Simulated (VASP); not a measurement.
The system is SnO2 (Cassiterite).

```
Sn O
1.0
     4.83093    0.00000    0.00000
     0.00000    4.83093    0.00000
     0.00000    0.00000    3.24900
Sn O
2 4
Cartesian
  2.4155 2.4155 1.6245
  0.0000 0.0000 0.0000
  3.8990 0.9319 1.6245
  3.3473 3.3473 0.0000
  0.9319 3.8990 1.6245
  1.4836 1.4836 0.0000
```

Program: VASP 6.6.1. Alike in all runs: task single point; potentials or basis VASP PAW PBE potentials, release 64 (Sn_d, O); no spin polarisation; cell as given; k mesh 6 × 6 × 8; cutoff (eV) 520.

Order these runs on this cell by their pressure, lowest first.
A. level BLYP+D3(BJ); smearing fermi-dirac 0.05 eV
B. level revPBE; smearing gaussian 0.05 eV
C. level revPBE+D3(BJ); smearing fermi-dirac 0.05 eV

C (-2.9 GPa), A (-0.9 GPa), B (2.6 GPa).

Caveats: the PAW data sets were made with another functional, which shifts forces and pressure a little.
